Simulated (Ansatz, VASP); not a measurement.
Na2S: VASP beside Ansatz

```
Na S
1.0
    -0.01625    3.24250    3.24250
     3.24250   -0.01625    3.24250
     3.24250    3.24250   -0.01625
Na S
2 1
Direct
  0.25031 0.25031 0.25031
  0.74969 0.74969 0.74969
  0.00000 0.00000 0.00000
```

Change from the starting cell: equal xy, yz and zx engineering shears of -0.5 %.

Alike in both runs: functional PBEsol; k mesh 6 × 6 × 6; no spin polarisation.

Ansatz relaxed the structure, and its values are those at the end. VASP's run is a single point on that final structure, the one shown.

|  | VASP | Ansatz |
| --- | --- | --- |
| version | VASP 6.6.1 | Ansatz 0.2.0 |
| potentials or method | VASP PAW PBE potentials, release 64 (Na_pv, S), cutoff 500 eV | all-electron LAPW, scalar-relativistic |
| occupations | gaussian, width 0.01 eV | fixed |

Ansatz gave:

- gap on the k mesh at the Fermi level (eV): 2.42
- pressure (GPa): 0.0

Task: Estimate VASP's values.

Result: gap on the k mesh at the Fermi level (eV): 2.41; pressure (GPa): 0.1.

VASP's potentials were made for PBE, not for PBEsol. Ansatz ran all-electron here, and VASP with PAW potentials.
